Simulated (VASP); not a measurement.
Crystal: Ir3Os.

```
CELL_PARAMETERS angstrom
3.84807 0.00000 0.00000
0.00000 3.84807 0.00000
0.00000 0.00000 3.84807
ATOMIC_POSITIONS crystal
Os 0.00000 0.00000 0.00000
Ir 0.00000 0.50000 0.50000
Ir 0.50000 0.50000 0.00000
Ir 0.50000 0.00000 0.50000
```

Base run:

- Program: VASP 6.6.1
- Functional: LDA
- Potentials or basis: VASP PAW LDA potentials, release 64 (Os_sv_GW, Ir_sv_GW)
- Cutoff: 500 eV
- k mesh: 6 × 6 × 6
- Occupations: fermi-dirac, width 0.1 eV
- Spin: no spin polarisation

Its results: pressure -13.7 GPa.

Question: The run is repeated on the same cell with these changes: potentials or basis from VASP PAW LDA potentials, release 64 (Os_sv_GW, Ir_sv_GW) to VASP PAW LDA potentials, release 64 (Os, Ir); cutoff from 500 eV to 520 eV; further incar settings from ALGO = Normal; EDIFF = 1e-06; NBANDS = 42 to ALGO = Normal; EDIFF = 1e-07; NBANDS = 26; valence electrons from 67 to 35. What comes out?

Answer: Pressure -10.2 GPa.
